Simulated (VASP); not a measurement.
The system is CuO (Tenorite).

```
CELL_PARAMETERS angstrom
2.31020 -1.68817 0.00000
2.31020 1.68817 0.00000
-0.83854 0.00000 4.98951
ATOMIC_POSITIONS crystal
Cu 0.50000 0.00000 0.50000
Cu 0.00000 0.50000 0.00000
O 0.41840 0.58160 0.75000
O 0.58160 0.41840 0.25000
```

This cell differs from its parent crystal: volume scaled by 0.96.

Base run:

- Program: VASP 6.6.1
- Functional: PBEsol
- Potentials or basis: VASP PAW PBE potentials, release 64 (Cu, O)
- Cutoff: 520 eV
- k mesh: 10 × 10 × 5
- Occupations: fermi-dirac, width 0.05 eV
- Spin: no spin polarisation

Its results: band gap on the k mesh zero (band 17 reaches 6.40 eV, above the bottom of band 18 at 5.79 eV); pressure 5.9 GPa; largest force 0.185 eV/Å.

Q: The run is repeated on the same cell with these changes: functional from PBEsol to LDA; potentials or basis from VASP PAW PBE potentials, release 64 (Cu, O) to VASP PAW LDA potentials, release 64 (Cu, O). What comes out?

A: Band gap on the k mesh zero (band 17 reaches 6.23 eV, above the bottom of band 18 at 5.62 eV); pressure -1.4 GPa; largest force 0.294 eV/Å.

Caveats: semilocal functionals often make such compounds metallic where correlation or magnetic order opens a gap, which also shifts bond lengths; the PAW data sets were made with another functional, which shifts forces and pressure a little (some runs).
